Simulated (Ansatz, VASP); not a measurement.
# Zr: VASP beside Ansatz

```
CELL_PARAMETERS angstrom
3.24458 0.00000 0.00000
-1.62229 2.80989 0.00000
0.00000 0.00000 5.15736
ATOMIC_POSITIONS crystal
Zr 0.33333 0.66667 0.25000
Zr 0.66667 0.33333 0.75000
```

Alike in both runs: task single point; functional r2SCAN; k mesh 11 × 11 × 6; occupations gaussian, width 0.1 eV; no spin polarisation.

```csv
,VASP,Ansatz
version,VASP 6.6.1,Ansatz 0.2.0
potentials or method,"VASP PAW PBE potentials, release 64 (Zr_sv), cutoff 520 eV","plane waves (500 eV) with PAW, scalar-relativistic"
valence electrons in the cell,24,24
```

```csv
,VASP,Ansatz,Ansatz less VASP
pressure (GPa),-0.1,-0.1,0.00
"traceless stress, the component that is largest in VASP (GPa)",-0.16,-0.16,+0.002
```

VASP's potentials were made for PBE, not for r2SCAN. The functional is the same, so the differences come from potentials, cutoffs and numerics.
